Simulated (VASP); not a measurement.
Input of a VASP 6.6.1 run:

File INCAR:

```
  PREC = Accurate
  ENCUT = 520
  EDIFF = 1E-7
  ISMEAR = 0
  SIGMA = 0.05
  LREAL = F
  LASPH = T
  NELM = 80
  ALGO = Normal
  ISIF = 2
  LWAVE = F
  LCHARG = F
  LDIPOL = T
  IDIPOL = 3
  DIPOL = 0.5 0.5 0.394
  GGA = PE
  IVDW = 12
  NBANDS = 31
```

KPOINTS

```
Automatic mesh
0
Gamma
  9 9 1
```

Contents of POSCAR:

```
PtS2
1.0
    3.5415278079      0.0000000000      0.0000000000
   -1.7707639039      3.0670530498      0.0000000000
    0.0000000000      0.0000000000     22.4670615492
S Pt
4 2
Direct
    0.6666666667      0.3333333333      0.2002932155
    0.3333333333      0.6666666667      0.3108341854
    0.3333333333      0.6666666667      0.4773001022
    0.0000000000      1.0000000000      0.5878410722
    0.0000000000      0.0000000000      0.2555637004
   -0.3333333333      0.3333333333      0.5325705872
```

Potentials or basis: VASP PAW PBE potentials, release 64 (S, Pt).

Run with:

```bash
$ cat potpaw_PBE.64/S/POTCAR potpaw_PBE.64/Pt/POTCAR > POTCAR
$ mpirun -np 1 vasp_std > vasp.out
```

(1) What does it give for the dispersion energy per atom?

(2) Estimate the largest force.

Answers

(1) -0.307 eV.

(2) 0.044 eV/Å.
